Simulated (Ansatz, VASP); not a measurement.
One calculation of CdHg2Se3, two programs

```
Cd Hg Se
1.0
     4.41206   -0.00121   -0.00195
    -2.20707    3.82856   -0.00223
    -0.00981   -0.01799   21.58385
Cd Hg Se
2 4 6
Direct
  0.00012 0.00259 0.00047
  0.00064 0.99912 0.50040
  0.66741 0.33238 0.33382
  0.66500 0.33075 0.83377
  0.33464 0.67058 0.16612
  0.33274 0.66513 0.66605
  0.00061 0.99943 0.37581
  0.99831 0.99795 0.87587
  0.66752 0.33587 0.20850
  0.66608 0.33174 0.70841
  0.33347 0.66892 0.04041
  0.33346 0.66554 0.54037
```

Change from the starting cell: cell x2, atoms moved at random (sigma 0.15 Å) and cell strained at random (1.5 %), then relaxed without symmetry.

Alike in both runs: functional PBE; k mesh 6 × 6 × 1; occupations gaussian, width 0.2 eV; no spin polarisation.

Ansatz relaxed the structure, and its values are those at the end. VASP's run is a single point on that final structure, the one shown.

|  | VASP | Ansatz |
| --- | --- | --- |
| version | VASP 6.6.1 | Ansatz 0.2.0 |
| potentials or method | VASP PAW PBE potentials, release 64 (Cd, Hg, Se), cutoff 520 eV | scalar-relativistic, plane waves, PAW |
| valence electrons in the cell | 108 | 216 |

|  | VASP | Ansatz | Ansatz less VASP |
| --- | --- | --- | --- |
| gap on the k mesh at the Fermi level (eV) | none | none | - |
| pressure (GPa) | 0.2 | 0.0 | -0.21 |
| rms of the force components (eV/Å) | 0.004 | 0.003 | -0.0002 |

A gap of «none» marks a metal or a gap that the smearing closes. VASP's potentials hold 108 valence electrons a cell and Ansatz's 216, so a difference there can come from the potentials and not from the codes.

Neither program's run includes spin-orbit coupling.
